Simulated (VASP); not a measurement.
The system is AlN.

```
Al N
1.0
     3.02680    0.00000    0.00000
    -1.51340    2.62129    0.00000
     0.00000    0.00000    4.74580
Al N
2 2
Direct
  0.33333 0.66667 0.00152
  0.66667 0.33333 0.50152
  0.33333 0.66667 0.38348
  0.66667 0.33333 0.88348
```

| Property | Result |
| --- | --- |
| Program | VASP 6.6.1 |
| Task | relaxation of the atoms |
| Functional | LDA |
| Potentials or basis | VASP PAW LDA potentials, release 64 (Al, N) |
| Cutoff | 520 eV |
| k mesh | 9 × 9 × 6 |
| Occupations | gaussian, width 0.05 eV |
| Spin | no spin polarisation |

At the start: pressure 20.9 GPa; volume 9.41 Å³/atom.

Task: How do energy, volume and symmetry change on relaxing?

Result: Over 3 steps the energy falls by 2.8 meV/atom; space group P6_3mc (No. 186, to 0.1 Å) before and after.

The path:
```tsv
step	energy change (eV)	largest force (eV/Å)	pressure (GPa)
1	0.0000	0.4493	20.92
2	-0.0067	0.2629	20.47
3	-0.0114	0.0000	20.58
```

Final structure:
```yaml
crystal:
  lattice:
    - [3.02680, 0.00000, 0.00000]
    - [-1.51340, 2.62129, 0.00000]
    - [0.00000, 0.00000, 4.74580]
  atoms:
    - { symbol: Al, position: [0.33333, 0.66667, 0.99878] }
    - { symbol: Al, position: [0.66667, 0.33333, 0.49878] }
    - { symbol: N, position: [0.33333, 0.66667, 0.38622] }
    - { symbol: N, position: [0.66667, 0.33333, 0.88622] }
```
